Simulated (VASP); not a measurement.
# Al2O (Fmmm) in VASP: notebook

The runs below take Al2O through single point, relaxation of cell and atoms, with PBE.

Program: VASP 6.6.1. These are calculated values, not measurements. Logs are shortened: lines on timing, memory, paths and dates and some standing lists are left out, and cuts for length are marked.

**1. The cell of the first run**

It takes space group Fmmm (No. 69, orthorhombic). The conventional cell has a = 5.002 Å, b = 5.933 Å, c = 6.259 Å, α = 90.00°, β = 90.00°, γ = 90.00°. Within 2.7 Å of Al (site symmetry 2/m) lie 2 O at 2.00 Å and 2 Al at 2.50 Å. Within 2.7 Å of O (site symmetry mmm) lie 4 Al at 2.00 Å.

The cell was built from a structure type or drawn by symmetry, and may not be a known phase.

**2. Single point, PBE**

Input file INCAR:

```
PREC     = Accurate       # precision mode
ENCUT    = 520            # plane-wave cutoff, eV
EDIFF    = 1E-6           # SCF threshold, eV
ISMEAR   = 0              # smearing method
SIGMA    = 0.1            # smearing width, eV
LREAL    = F              # projectors in reciprocal space
LASPH    = T              # aspherical terms in the spheres
NELM     = 60             # most SCF steps
ALGO     = Normal         # electronic algorithm
ISIF     = 2              # what is computed and relaxed
LWAVE    = F              # write WAVECAR
LCHARG   = F              # write CHGCAR
GGA      = PE             # functional
NBANDS   = 13             # bands
```

Input file KPOINTS:

```
regular mesh
0
Gamma
  6 6 6
```

Input file POSCAR:

```
Al2O
1.0
    0.0000000000      3.1295572198      2.9662501035
    2.5008082155      0.0000000000      2.9662501035
    2.5008082155      3.1295572198      0.0000000000
Al O
2 1
Direct
    0.5000000000      0.5000000000      0.0000000000
    0.0000000000      0.0000000000      0.5000000000
    0.0000000000      0.0000000000      0.0000000000
```

Potentials or basis: VASP PAW PBE potentials, release 64 (Al, O).

The run is started by

```sh
$ cat potpaw_PBE.64/Al/POTCAR potpaw_PBE.64/O/POTCAR > POTCAR
$ mpirun -np 1 vasp_std > vasp.out
```

OUTCAR:

```text
PREC = Accurate
   ENCUT = 520
   EDIFF = 1E-6
   ISMEAR = 0
   LREAL = F
   LASPH = T
   NELM = 60
   ISIF = 2
   GGA = PE

 ion  position               nearest neighbor table
   1  0.500  0.500  0.000-   3 2.00   3 2.00   2 2.50   2 2.50   2 2.97   2 2.97   2 3.13   2 3.13

   2  0.000  0.000  0.500-   3 2.00   3 2.00   1 2.50   1 2.50   1 2.97   1 2.97   1 3.13   1 3.13

   3  0.000  0.000  0.000-   2 2.00   2 2.00   1 2.00   1 2.00

  LATTYP: Found a face centered orthorhombic cell.
 ALAT       =     5.0016164310
 B/A-ratio  =     1.1861165863
 C/A-ratio  =     1.2514183216

  Lattice vectors:

 A1 = (   0.0000000000,   3.1295572198,  -2.9662501035)
 A2 = (   2.5008082155,   3.1295572198,   0.0000000000)
 A3 = (   2.5008082155,   0.0000000000,  -2.9662501035)

Analysis of symmetry for initial positions (statically):
=====================================================================
 Subroutine PRICEL returns:
 Original cell was already a primitive cell.

 Routine SETGRP: Setting up the symmetry group for a
 face centered orthorhombic supercell.

 Subroutine GETGRP returns: Found  8 space group operations
 (whereof  8 operations were pure point group operations)
 out of a pool of  8 trial point group operations.

The static configuration has the point symmetry D_2h.

Analysis of symmetry for dynamics (positions and initial velocities):
=====================================================================
 Subroutine PRICEL returns:
 Original cell was already a primitive cell.

 Routine SETGRP: Setting up the symmetry group for a
 face centered orthorhombic supercell.

 Subroutine GETGRP returns: Found  8 space group operations
 (whereof  8 operations were pure point group operations)
 out of a pool of  8 trial point group operations.

The dynamic configuration has the point symmetry D_2h.

 Subroutine INISYM returns: Found  8 space group operations
 (whereof  8 operations are pure point group operations),
 and found     1 'primitive' translations

----------------------------------------------------------------------------------------

                                     Primitive cell

  volume of cell :      46.4303

  direct lattice vectors                    reciprocal lattice vectors
     0.000000000  3.129557220  2.966250104    -0.199935364  0.159767010  0.168562995
     2.500808216  0.000000000  2.966250104     0.199935364 -0.159767010  0.168562995
     2.500808216  3.129557220  0.000000000     0.199935364  0.159767010 -0.168562995

  length of vectors
     4.311933217  3.879778526  4.006016740     0.306452493  0.306452493  0.306452493

  position of ions in fractional coordinates (direct lattice)
     0.500000000  0.500000000  0.000000000
     0.000000000  0.000000000  0.500000000
     0.000000000  0.000000000  0.000000000

  ion indices of the primitive-cell ions
   primitive index   ion index
                 1           1
                 2           2
                 3           3

----------------------------------------------------------------------------------------

 KPOINTS: regular mesh

Automatic generation of k-mesh.
 Grid dimensions read from file:
 generate k-points for:    6    6    6

 Generating k-lattice:

  Cartesian coordinates                     Fractional coordinates (reciprocal lattice)
    -0.033322561  0.026627835  0.028093832     0.166666667  0.000000000  0.000000000
     0.033322561 -0.026627835  0.028093832     0.000000000  0.166666667  0.000000000
     0.033322561  0.026627835 -0.028093832     0.000000000  0.000000000  0.166666667

  Length of vectors
     0.051075415  0.051075415  0.051075415

  Shift w.r.t. Gamma in fractional coordinates (k-lattice)
     0.000000000  0.000000000  0.000000000

 Subroutine IBZKPT returns following result:
 ===========================================

 Found     46 irreducible k-points:

 Following reciprocal coordinates:
            Coordinates               Weight
  0.000000  0.000000  0.000000      1.000000
  0.166667  0.000000  0.000000      8.000000
  0.333333 -0.000000 -0.000000      8.000000
  0.500000 -0.000000 -0.000000      4.000000
  0.166667  0.166667  0.000000      2.000000
  0.333333  0.166667 -0.000000      8.000000
[... 16 lines left out ...]
 -0.166667  0.166667  0.166667      8.000000
  0.500000  0.333333  0.166667      4.000000
 [... further k-points ...]
   k-points           NKPTS =     46   k-points in BZ     NKDIM =     46   number of bands    NBANDS=     13
   number of dos      NEDOS =    301   number of ions     NIONS =      3
   total plane-waves  NPLWV =  28800
   dimension x,y,z NGX =    32 NGY =   30 NGZ =   30
   dimension x,y,z NGXF=    64 NGYF=   60 NGZF=   60
   ions per type =               2   1
   NGX,Y,Z   is equivalent  to a cutoff of  12.34, 12.85, 12.45 a.u.
   NGXF,Y,Z  is equivalent  to a cutoff of  24.68, 25.71, 24.90 a.u.
 SYSTEM =  unknown system
   PREC   = accura    normal or accurate (medium, high low for compatibility)
   ISTART =      0    job   : 0-new  1-cont  2-samecut
   ICHARG =      2    charge: 1-file 2-atom 10-const
   ISPIN  =      1    spin polarized calculation?
   LNONCOLLINEAR =      F non collinear calculations
   LSORBIT =      F    spin-orbit coupling
   LASPH  =      T    aspherical Exc in radial PAW
   ENCUT  =  520.0 eV  38.22 Ry    6.18 a.u.   8.02  7.21  7.45*2*pi/ulx,y,z
   NELM   =     60;   NELMIN=  2; NELMDL= -5     # of ELM steps
   EDIFF  = 0.1E-05   stopping-criterion for ELM
   LREAL  =      F    real-space projection
   EDIFFG = 0.1E-04   stopping-criterion for IOM
   NSW    =      0    number of steps for IOM
   IBRION =     -1    ionic relax: 0-MD 1-quasi-New 2-CG
   NFREE  =      0    steps in history (QN), initial steepest desc. (CG)
   ISIF   =      2    stress and relaxation
   ISYM   =      2    0-nonsym 1-usesym 2-fastsym
   POTIM  = 0.5000    time-step for ionic-motion
   TEBEG  =    0.0;   TEEND  =   0.0 temperature during run
   PSTRESS=    0.0 pullay stress
   NELECT =      12.0000    total number of electrons
   NUPDOWN=      -1.0000    fix difference up-down
   EMIN   =  10.00;   EMAX   =-10.00  energy-range for DOS
   EFERMI =   0.00;   METHOD = LEGACY
   ISMEAR =     0;   SIGMA  =   0.10  broadening in eV -4-tet -1-fermi 0-gaus
   EFERMI_NEDOS =   21; number of points for ismear=-14 and -15
   IALGO  =     38    algorithm
   IMIX   =      4    mixing-type and parameters
     AMIX     =   0.40;   BMIX     =  1.00
     AMIX_MAG =   1.60;   BMIX_MAG =  1.00
  volume/ion in A,a.u.               =      15.48       104.44
  Fermi-wavevector in a.u.,A,eV,Ry     =   1.042801  1.970609 14.795445  1.087435
  Thomas-Fermi vector in A             =   2.177483
   LORBIT       =      0    0 simple, 1 ext, 2 COOP (PROOUT), +10 PAW based schemes
   GGA     = PE    functional components
   LHFCALC =     F    Hartree Fock is set to
   AEXX    =    0.0000 exact exchange contribution
   IVDW    =     0    specifies the selected vdW correction
   LEPSILON=     F    determine dielectric tensor
   LRPA    =     F    only Hartree local field effects (RPA)
 non-spin polarized calculation
 Gauss-broadening in eV      SIGMA  =   0.10
  energy-cutoff  :      520.00
  volume of cell :       46.43
 maximum number of plane-waves:      1280
   NGX = 17   NGY = 15   NGZ = 15

 number of electron      12.0000005 magnetization

 Free energy of the ion-electron system (eV)
  ---------------------------------------------------
  ext. energy  EPLUGINS =         0.00000000
  ---------------------------------------------------
  free energy    TOTEN  =       -14.39064253 eV

  energy without entropy =      -14.38848198  energy(sigma->0) =      -14.38956225

 E-fermi :   5.9272     XC(G=0):  -9.6998

 val. band max:        5.8442957251   @ k =  -0.3333   0.5000   0.1667
 cond. band min:       5.9395300370   @ k =  -0.3333   0.5000   0.1667
 fundamental gap:      0.0952343119
 Fermi energy:         5.9271987660

 k-point     1 :       0.0000    0.0000    0.0000
  band No.  band energies     occupation
      1     -14.0679      2.00000
      2      -0.8430      2.00000
      3      -0.7065      2.00000
      4       0.0819      2.00000
      5       1.9010      2.00000
      6       8.4325      0.00000
      7       8.7440      0.00000
      8      10.2884      0.00000
      9      10.4243      0.00000
     10      11.3857      0.00000
     11      12.2728      0.00000
     12      12.9701      0.00000
     13      13.0576      0.00000

 k-point     2 :       0.1667    0.0000    0.0000
  band No.  band energies     occupation
      1     -14.0182      2.00000
      2      -1.6567      2.00000
      3      -0.4279      2.00000
      4       0.6658      2.00000
      5       1.9478      2.00000
      6       6.7719      0.00000
      7       8.1814      0.00000
      8      10.4349      0.00000
      9      10.8249      0.00000
     10      12.0092      0.00000
     11      12.5233      0.00000
     12      13.3659      0.00000
     13      13.4902      0.00000

 k-point     3 :       0.3333   -0.0000   -0.0000
  band No.  band energies     occupation
      1     -13.9159      2.00000
      2      -2.3153      2.00000
      3      -0.4424      2.00000
      4       1.1935      2.00000
      5       2.2548      2.00000
      6       5.2554      2.00000
      7       7.8942      0.00000
      8       9.1685      0.00000
      9      10.6158      0.00000
     10      12.8051      0.00000
     11      13.2341      0.00000
     12      14.0477      0.00000
     13      15.7031      0.00000
[... 305 lines left out ...]
 k-point    23 :      -0.1667    0.1667    0.1667
  band No.  band energies     occupation
      1     -13.8900      2.00000
      2      -2.0507      2.00000
      3      -1.0528      2.00000
      4       1.4270      2.00000
      5       2.5448      2.00000
      6       5.1789      2.00000
      7       7.2391      0.00000
      8       8.3848      0.00000
      9      11.2472      0.00000
     10      12.9189      0.00000
     11      13.4980      0.00000
     12      14.9216      0.00000
     13      15.3012      0.00000

 k-point    24 :       0.5000    0.3333    0.1667
  band No.  band energies     occupation
      1     -13.8878      2.00000
      2      -1.7484      2.00000
      3      -0.5488      2.00000
      4       0.1061      2.00000
      5       3.0692      2.00000
      6       5.5331      2.00000
      7       6.2630      0.00000
      8       7.1039      0.00000
      9      12.3383      0.00000
     10      12.6240      0.00000
     11      14.5944      0.00000
     12      15.3578      0.00000
     13      16.0453      0.00000

 [... further k-points ...]

------------------------ aborting loop because EDIFF is reached ----------------------------------------

  FORCE on cell =-STRESS in cart. coord.  units (eV):
  Direction    XX          YY          ZZ          XY          YZ          ZX
  --------------------------------------------------------------------------------------
  -------------------------------------------------------------------------------------
  Total        0.0025925      0.0284792     -0.0227701      0.0000000      0.0000000      0.0000000
  in kB        0.0894598      0.9827364     -0.7857337      0.0000000      0.0000000      0.0000000
  external PRESSURE =       0.0954875 kB  Pullay stress =       0.0000000 kB

 VOLUME and BASIS-vectors are now :
 -----------------------------------------------------------------------------
  energy-cutoff  :      520.00
  volume of cell :       46.43
      direct lattice vectors                 reciprocal lattice vectors
     0.000000000  3.129557220  2.966250104    -0.199935364  0.159767010  0.168562995
     2.500808216  0.000000000  2.966250104     0.199935364 -0.159767010  0.168562995
     2.500808216  3.129557220  0.000000000     0.199935364  0.159767010 -0.168562995

 POSITION                                       TOTAL-FORCE (eV/Angst)
 -----------------------------------------------------------------------------------
      1.25040      1.56478      2.96625        -0.000000      0.000000      0.000000
      1.25040      1.56478      0.00000         0.000000     -0.000000     -0.000000
      0.00000      0.00000      0.00000         0.000000      0.000000      0.000000
 -----------------------------------------------------------------------------------
    total drift:                               -0.000000     -0.000000     -0.000000

  FREE ENERGIE OF THE ION-ELECTRON SYSTEM (eV)
  ---------------------------------------------------
  free  energy   TOTEN  =       -14.3906425260 eV

  energy  without entropy=      -14.3884819833  energy(sigma->0) =      -14.38956225
```

It took 17 s on 1 thread of Intel Xeon Platinum 8259CL at 2.50GHz (Skylake/Cascade Lake), shared host; peak memory 0.17 GiB.

What came out:

| Property | Result |
| --- | --- |
| Free energy | -14.3906 eV |
| Pressure | 0.0 GPa |
| Band gap on the k mesh | zero (bands 6 and 7 overlap by 2.91 eV) |

**3. Single point, PBE**

This run uses another cell than the first one, of 15.79 Å³/atom.

Input file INCAR:

```
SYSTEM = Al2O
PREC = Accurate
ENCUT = 520
EDIFF = 1E-7
ISMEAR = 0
SIGMA = 0.1
LREAL = .FALSE.
LASPH = .TRUE.
NELM = 80
ALGO = Normal
ISIF = 2
LWAVE = .FALSE.
LCHARG = .FALSE.
GGA = PE
NBANDS = 13
```

Input file KPOINTS:

```
Automatic mesh
0
G
  6 6 6
  0 0 0
```

Input file POSCAR:

```
Al2O
1.0
    0.0000000000      2.7696624500      3.9837538400
    2.1462966100      0.0000000000      3.9837538400
    2.1462966100      2.7696624500      0.0000000000
Al O
2 1
Direct
    0.5000000000      0.5000000000      0.0000000000
    0.0000000000      0.0000000000      0.5000000000
    0.0000000000      0.0000000000      0.0000000000
```

Potentials or basis: VASP PAW PBE potentials, release 64 (Al, O).

The run is started by

```sh
$ cat potpaw_PBE.64/Al/POTCAR potpaw_PBE.64/O/POTCAR > POTCAR
$ mpirun -np 1 vasp_std > vasp.out
```

Wall time 22 s (1 thread of Intel Xeon Platinum 8259CL at 2.50GHz (Skylake/Cascade Lake), shared host); peak memory 0.18 GiB.

Results (log left out):

```yaml
Free_energy: -11.5223 eV
Pressure: 40.0 GPa
Band_gap_on_the_k_mesh: zero (bands 6 and 7 overlap by 3.09 eV)
```

Stress tensor (GPa, compression positive):
```
83.61  0.00  0.00
 0.00 45.67  0.00
 0.00  0.00 -9.33
```

Levels at points of the mesh, in eV from the Fermi level:
```csv
k point,band 2,band 3,band 4,band 5,band 6,band 7,band 8,band 9,band 10,band 11
"(0.00, 0.00, 0.00)",-9.61,-8.41,-7.17,-6.28,2.38,2.69,2.90,5.45,6.17,6.40
"(0.50, 0.00, 0.00)",-11.05,-8.91,-7.06,-2.20,-1.91,0.28,2.88,4.87,7.74,8.73
"(0.50, 0.50, 0.00)",-9.63,-8.44,-7.94,-5.24,-0.70,2.58,4.01,6.11,8.28,9.06
"(0.50, 0.00, 0.50)",-11.38,-9.23,-6.75,-3.70,-0.88,2.36,3.17,4.07,4.99,6.04
"(0.00, 0.50, 0.50)",-11.26,-9.30,-6.88,-3.67,-0.81,0.47,3.58,3.68,6.50,6.66
```

Caveat: the cell stands under pressure.

**4. Relaxation of cell and atoms, PBE**

This run uses another cell than the first one, of 15.79 Å³/atom.

Input file INCAR:

```
ALGO = Normal
EDIFF = 1E-7
EDIFFG = -0.04
ENCUT = 600
GGA = PE
IBRION = 2
ISIF = 3
ISMEAR = 0
LASPH = T
LCHARG = F
LREAL = F
LWAVE = F
NELM = 80
NSW = 90
PREC = Accurate
SIGMA = 0.1
```

Input file KPOINTS:

```
k-points
0
Gamma
  6 6 6
```

POSCAR is that of step 3.

The run is started by

```sh
$ cat potpaw_PBE.64/Al/POTCAR potpaw_PBE.64/O/POTCAR > POTCAR
$ mpirun -np 1 vasp_std > vasp.out
```

Wall time 3.9 min (1 thread of Intel Xeon Platinum 8259CL at 2.50GHz (Skylake/Cascade Lake), shared host); peak memory 0.21 GiB.

It converged, with:

* Free energy: -14.3904 eV
* Relaxed volume: 15.43 Å³/atom
* Relaxed cell: a = 4.303 Å, b = 3.873 Å, c = 4.007 Å, α = 66.17°, β = 55.42°, γ = 58.41°
* Space group after relaxing (to 0.1 Å): Fmmm (No. 69)
* Energy gained by relaxing: 954.5 meV/atom
* Ionic steps: 16
* Pressure after relaxing: 0.0 GPa
* Band gap on the k mesh: zero (bands 6 and 7 overlap by 2.91 eV)

Stress tensor (GPa, compression positive):
```
-0.29  0.00  0.00
 0.00  0.04  0.00
 0.00  0.00  0.30
```

The path:
```tsv
step	energy change (eV)	largest force (eV/Å)	pressure (GPa)	volume (Å³)
1	0.0000	0.0000	39.88	47.36
2	-1.0133	0.0000	-12.65	76.89
3	-2.3209	0.0000	-3.08	60.82
4	-2.3272	0.0000	-2.24	60.22
5	-2.3281	0.0000	-1.58	59.80
6	-2.4341	0.0000	-1.91	58.53
7	-2.5666	0.0000	-2.40	55.26
8	-2.6409	0.0000	-2.94	53.68
9	-2.7917	0.0000	-3.02	48.83
10	-2.7947	0.0000	-2.45	47.87
11	-2.8492	0.0000	-0.39	46.44
12	-2.8589	0.0000	0.94	45.66
13	-2.8590	0.0000	1.11	45.57
14	-2.8627	0.0000	0.25	46.05
15	-2.8631	0.0000	-0.12	46.27
16	-2.8636	0.0000	0.02	46.28
```

Final structure:
```
CELL_PARAMETERS angstrom
0.00000 3.12805 2.95443
2.50366 0.00000 2.95443
2.50366 3.12805 0.00000
ATOMIC_POSITIONS crystal
Al 0.50000 0.50000 0.00000
Al 0.00000 0.00000 0.50000
O 0.00000 0.00000 0.00000
```

Levels at points of the mesh, in eV from the Fermi level:
| k point | band 4 | band 5 | band 6 | band 7 | band 8 | band 9 |
| --- | --- | --- | --- | --- | --- | --- |
| (0.00, 0.00, 0.00) | -5.83 | -4.01 | 2.54 | 2.80 | 4.36 | 4.54 |
| (0.50, 0.00, 0.00) | -4.63 | -3.51 | -1.02 | 2.04 | 2.69 | 4.31 |
| (0.50, 0.50, 0.00) | -6.30 | -3.52 | -0.46 | 0.17 | 1.34 | 5.88 |
| (0.50, 0.00, 0.50) | -4.33 | -2.53 | -1.32 | 0.70 | 4.43 | 4.51 |
| (0.00, 0.50, 0.50) | -4.76 | -2.85 | -1.98 | 0.99 | 1.35 | 5.12 |

**5. Single point, PBE, collinear spin, ferromagnetic start**

Input file INCAR:

```
  ALGO = Normal
  EDIFF = 1E-6
  ENCUT = 520
  GGA = PE
  ISIF = 2
  ISMEAR = 0
  ISPIN = 2
  LASPH = True
  LCHARG = False
  LORBIT = 11
  LREAL = False
  LWAVE = False
  MAGMOM = 0 0 1
  NBANDS = 17
  NELM = 150
  PREC = Accurate
  SIGMA = 0.1
```

KPOINTS is that of step 4.

Input file POSCAR:

```
Al2O
1.0
    0.0000000000      2.9662501035      3.1295572198
    2.5008082155      0.0000000000      3.1295572198
    2.5008082155      2.9662501035      0.0000000000
Al O
2 1
Direct
    0.5000000000      0.0000000000      0.5000000000
    0.0000000000      0.5000000000      0.0000000000
    0.0000000000      0.0000000000      0.0000000000
```

The run is started by

```sh
$ cat potpaw_PBE.64/Al/POTCAR potpaw_PBE.64/O/POTCAR > POTCAR
$ mpirun -np 1 vasp_std > vasp.out
```

It took 45 s on 1 thread of Intel Xeon Platinum 8259CL at 2.50GHz (Skylake/Cascade Lake), shared host; peak memory 0.21 GiB.

Results (log left out):

* Free energy: -14.3906 eV
* Pressure: 0.0 GPa
* Band gap on the k mesh: zero (filled and empty bands overlap)
* Net moment: 0.00 μB per cell
* Valence electrons inside the program's atomic spheres: Al 0.74; O 5.05

Stress tensor (GPa, compression positive):
```
 0.00  0.00  0.00
 0.00 -0.09  0.00
 0.00  0.00  0.09
```

Levels at points of the mesh, in eV from the Fermi level:
Spin up:
```
           k point  band 4  band 5  band 6  band 7  band 8  band 9
(0.00, 0.00, 0.00)   -5.84   -4.03    2.51    2.82    4.36    4.50
(0.50, 0.00, 0.00)   -4.65   -3.51   -1.04    2.01    2.68    4.29
(0.50, 0.50, 0.00)   -4.34   -2.55   -1.33    0.71    4.39    4.48
(0.50, 0.00, 0.50)   -6.30   -3.56   -0.43    0.15    1.32    5.89
(0.00, 0.50, 0.50)   -4.77   -2.86   -1.98    1.00    1.31    5.09
```
Spin down:
```csv
k point,band 3,band 4,band 5,band 6,band 7,band 8,band 9,band 10
"(0.00, 0.00, 0.00)",-6.63,-5.85,-4.03,2.51,2.82,4.36,4.50,5.46
"(0.50, 0.00, 0.00)",-6.39,-4.65,-3.51,-1.04,2.01,2.68,4.29,7.11
"(0.50, 0.50, 0.00)",-6.43,-4.34,-2.55,-1.33,0.71,4.39,4.48,5.38
"(0.50, 0.00, 0.50)",-6.39,-6.30,-3.56,-0.43,0.15,1.32,5.89,6.44
"(0.00, 0.50, 0.50)",-7.37,-4.77,-2.86,-1.98,1.00,1.31,5.09,5.16
```

(Part 1 of 2 ends here.)
